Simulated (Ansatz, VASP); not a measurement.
**One calculation of In2TeO2, two programs**

Contents of INCAR:

```
SYSTEM = In2TeO2
ALGO = Normal
EDIFF = 1E-6
ENCUT = 520
GGA = PE
ISIF = 2
ISMEAR = 0
LASPH = .True.
LCHARG = .False.
LREAL = .False.
LWAVE = .False.
NBANDS = 30
NELM = 80
PREC = Accurate
SIGMA = 0.1
```

The input KPOINTS:

```
k-points
0
Gamma
  6 6 4
  0 0 0
```

Contents of POSCAR:

```
In2TeO2
1.0
    3.8992642800      0.0000000000      0.0000000000
   -1.9496321400      3.3768619200      0.0000000000
    0.0000000000      0.0000000000      6.9337390700
In Te O
2 1 2
Direct
    0.3333333300      0.6666666700      0.2899999900
    0.6666666700      0.3333333300      0.7100000100
    0.0000000000      0.0000000000      0.0000000000
    0.3333333300      0.6666666700      0.6200000000
    0.6666666700      0.3333333300      0.3800000000
```

Input for Ansatz:

```yaml
crystal:
  lattice:
    - [3.89926428, 0.0, 0.0]
    - [-1.94963214, 3.37686192, 0.0]
    - [0.0, 0.0, 6.93373907]
  atoms:
    - { symbol: In, position: [0.33333333, 0.66666667, 0.28999999] }
    - { symbol: In, position: [0.66666667, 0.33333333, 0.71000001] }
    - { symbol: Te, position: [0.0, 0.0, 0.0] }
    - { symbol: O, position: [0.33333333, 0.66666667, 0.62] }
    - { symbol: O, position: [0.66666667, 0.33333333, 0.38] }
basis:
  ecutwfc: 420
kpoints:
  mp_grid: { grid: [6, 6, 4] }
hamiltonian:
  xc: pbe
scf:
  occupations: { method: gaussian, width: 0.1 }
  lower_state_search: "off"
output:
  forces: true
  stress: true
  eigenvalues: true
```

Change from the starting cell: species swapped into the Er2SeO2 type (P-3m1, No. 164).

Alike in both runs: task single point; functional PBE; k mesh 6 × 6 × 4; occupations gaussian, width 0.1 eV; no spin polarisation.

|  | VASP | Ansatz |
| --- | --- | --- |
| version | VASP 6.6.1 | Ansatz 0.2.0 |
| potentials or method | VASP PAW PBE potentials, release 64 (In_d, Te, O), cutoff 520 eV | scalar-relativistic, plane waves, PAW |
| valence electrons in the cell | 44 | 54 |

```csv
,VASP,Ansatz,Ansatz less VASP
gap on the k mesh at the Fermi level (eV),none,none,-
pressure (GPa),-1.8,-1.9,-0.10
"traceless stress, the component that is largest in VASP (GPa)",1.34,1.27,-0.067
rms of the force components (eV/Å),0.570,0.578,+0.0080
```

Atom by atom the forces differ by 0.011 eV/Å (rms over components). A gap of «none» marks a metal or a gap that the smearing closes. The functional is the same, so the differences come from potentials, cutoffs and numerics. VASP's potentials hold 44 valence electrons a cell and Ansatz's 54, so a difference there can come from the potentials and not from the codes.

Spin-orbit coupling is off throughout.
